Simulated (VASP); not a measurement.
Input of a VASP 6.6.1 run:

File INCAR:

```
SYSTEM = Cs
PREC = Accurate
ENCUT = 520
EDIFF = 1E-6
ISMEAR = -1
SIGMA = 0.1
LREAL = .False.
LASPH = .True.
NELM = 60
ALGO = Normal
ISIF = 2
LWAVE = .False.
LCHARG = .True.
GGA = RP
LELF = .True.
LVHAR = .True.
NBANDS = 10
```

File KPOINTS:

```
regular mesh
0
Gamma
  8 8 8
  0 0 0
```

POSCAR

```
Cs
1.0
    0.0000000000      4.1864470994      4.1864470994
    4.1864470994      0.0000000000      4.1864470994
    4.1864470994      4.1864470994      0.0000000000
Cs
1
Direct
    0.0000000000      0.0000000000      0.0000000000
```

Potentials or basis: VASP PAW PBE potentials, release 64 (Cs_sv).

Run with:

```bash
$ cat potpaw_PBE.64/Cs_sv/POTCAR > POTCAR
$ mpirun -np 1 vasp_std > vasp.out
```

(1) Predict the pressure.

Answers

(1) -0.1 GPa.

Caveat: the PAW data sets were made with another functional, which shifts forces and pressure a little.
